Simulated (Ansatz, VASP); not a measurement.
Ru: VASP beside Ansatz

File INCAR:

```
SYSTEM = Ru
PREC = Accurate
ENCUT = 600
EDIFF = 1E-6
ISMEAR = 0
SIGMA = 0.1
LREAL = .False.
LASPH = .True.
NELM = 100
ALGO = Normal
ISIF = 3
LWAVE = .False.
LCHARG = .False.
GGA = PS
IBRION = 2
NSW = 90
EDIFFG = -0.04
```

The input KPOINTS:

```
regular mesh
0
Gamma
  6 6 4
  0 0 0
```

POSCAR

```
Ru
1.0
    4.0882625173      0.0000000000      0.0000000000
   -2.0441312587      3.5405391973      0.0000000000
    0.0000000000      0.0000000000      4.7532517665
Ru
4
Direct
    0.0000000000      0.0000000000      0.2500000000
    0.0000000000      0.0000000000      0.7500000000
    0.3333333333      0.6666666667      0.7500000000
    0.6666666667      0.3333333333      0.2500000000
```

Input for Ansatz:

```yaml
crystal:
  lattice:
    - [4.0882625173, 0.0, 0.0]
    - [-2.0441312587, 3.5405391973, 0.0]
    - [0.0, 0.0, 4.7532517665]
  atoms:
    - { symbol: Ru, position: [0.0, 0.0, 0.25] }
    - { symbol: Ru, position: [0.0, 0.0, 0.75] }
    - { symbol: Ru, position: [0.3333333333, 0.6666666667, 0.75] }
    - { symbol: Ru, position: [0.6666666667, 0.3333333333, 0.25] }
basis:
  ecutwfc: 420
kpoints:
  mp_grid: { grid: [6, 6, 4] }
hamiltonian:
  xc: pbesol
scf:
  occupations: { method: gaussian, width: 0.1 }
  lower_state_search: "off"
output:
  forces: true
  stress: true
  eigenvalues: true
relax:
  adjacent_minimum: "off"
  f_tol: 0.04
  max_steps: 70
  cell: { stress_tol: 0.4 }
```

Alike in both runs: task relaxation of cell and atoms; functional PBEsol; k mesh 6 × 6 × 4; occupations gaussian, width 0.1 eV; no spin polarisation.

|  | VASP | Ansatz |
| --- | --- | --- |
| version | VASP 6.6.1 | Ansatz 0.2.0 |
| potentials or method | VASP PAW PBE potentials, release 64 (Ru_pv), cutoff 600 eV | scalar-relativistic, plane waves, PAW |
| valence electrons in the cell | 56 | 64 |

```csv
,VASP,Ansatz,Ansatz less VASP
"gap on the k mesh at the Fermi level, each at its own relaxed structure (eV)",none,none,-
relaxed volume (Å³/atom),17.10,17.08,-0.020
relaxed cell length with the largest relative difference (Å),4.112,4.110,-0.0022
```

VASP's potentials were made for PBE, not for PBEsol. A gap of «none» marks a metal or a gap that the smearing closes. VASP's potentials hold 56 valence electrons a cell and Ansatz's 64, so a difference there can come from the potentials and not from the codes.

Noted on VASP's run: too few bands were computed for a metal, which touches its energy and stress.
